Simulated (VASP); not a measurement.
Wanted: the native input for a VASP 6.6.1 run.

| Item | Value |
| --- | --- |
| Task | electric field gradients |
| Functional | LDA |
| Potentials or basis | VASP PAW LDA potentials, release 64 (B, W_sv) |
| Cutoff | 520 eV |
| k mesh | 14 × 14 × 12 |
| Occupations | fermi-dirac, width 0.05 eV |
| Spin | no spin polarisation |
| Dipole correction | no |
| Further INCAR settings | ALGO = Normal; EDIFF = 1e-08; NBANDS = 17 |

The structure of B2W lies in POSCAR:

```
B2W
1.0
    3.0597428387      0.0000000000      0.0000000000
   -1.5298714194      2.6498150274      0.0000000000
    0.0000000000      0.0000000000      3.0901361816
B W
2 1
Direct
    0.3333333333      0.6666666667      0.5000000000
    0.6666666667      0.3333333333      0.5000000000
    0.0000000000      0.0000000000      0.0000000000
```

This cell differs from its parent crystal: volume scaled by 1.04.

One way to write it, as run:

INCAR

```
ALGO     = Normal         # electronic algorithm
EDIFF    = 1E-8           # SCF threshold, eV
ENCUT    = 520            # plane-wave cutoff, eV
ISIF     = 2              # what is computed and relaxed
ISMEAR   = -1             # smearing method
LASPH    = T              # aspherical terms in the spheres
LCHARG   = F              # write CHGCAR
LEFG     = T            
LREAL    = F              # projectors in reciprocal space
LWAVE    = F              # write WAVECAR
NBANDS   = 17             # bands
NELM     = 100            # most SCF steps
PREC     = Accurate       # precision mode
SIGMA    = 0.05           # smearing width, eV
```

KPOINTS

```
k-points
0
Gamma
  14 14 12
```

Potentials or basis: VASP PAW LDA potentials, release 64 (B, W_sv).

The run is started by

```console
$ cat potpaw_LDA.64/B/POTCAR potpaw_LDA.64/W_sv/POTCAR > POTCAR
$ mpirun -np 1 vasp_std > vasp.out
```

It gave:

* Pressure: 7.7 GPa
* Band gap on the k mesh: zero (band 10 reaches 14.98 eV, above the bottom of band 11 at 10.48 eV)

Caveat: without QUAD_EFG the Cq values of the log hold for a quadrupole moment of 1 mb, not for the nuclei; spin-orbit coupling is left out, which moves the levels of the heavy elements.

Run time: 30 s on 1 thread of AMD EPYC 9R45 96-Core Processor (Zen 5), on a shared host, peak memory 0.15 GiB.
